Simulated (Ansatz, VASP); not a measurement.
Al3InAs4: VASP beside Ansatz

```
CELL_PARAMETERS angstrom
5.62827 0.06786 -0.06717
0.06786 5.80540 0.13548
-0.06717 0.13548 5.63084
ATOMIC_POSITIONS crystal
Al 0.49912 0.00731 0.00600
Al 0.00317 0.99132 0.50189
Al 0.98775 0.50159 0.98683
In 0.51385 0.50465 0.50800
As 0.76568 0.23397 0.76339
As 0.75598 0.76524 0.23494
As 0.23609 0.23181 0.23947
As 0.23836 0.76412 0.75947
```

Change from the starting cell: cell x1, atoms moved at random (sigma 0.05 Å) and cell strained at random (1.5 %), then relaxed without symmetry.

Alike in both runs: task relaxation of cell and atoms; functional PBE; k mesh 2 × 2 × 2; occupations gaussian, width 0.1 eV; no spin polarisation.

```csv
,VASP,Ansatz
version,VASP 6.6.1,Ansatz 0.2.0
potentials or method,"VASP PAW PBE potentials, release 64 (Al, In_d, As), cutoff 600 eV","scalar-relativistic, plane waves, PAW"
valence electrons in the cell,42,82
```

Ansatz gave:

| Property | Result |
| --- | --- |
| gap on the k mesh at the Fermi level, each at its own relaxed structure (eV) | 1.14 |
| relaxed volume (Å³/atom) | 24.85 |
| relaxed cell length with the largest relative difference (Å) | 5.836 |

**Question.** What did VASP give for the same quantities?

**Answer.** gap on the k mesh at the Fermi level, each at its own relaxed structure (eV): 1.12; relaxed volume (Å³/atom): 24.93; relaxed cell length with the largest relative difference (Å): 5.844.

VASP's potentials hold 42 valence electrons a cell and Ansatz's 82, so a difference there can come from the potentials and not from the codes.

The k mesh is coarse, so the values compare programs but aren't converged.
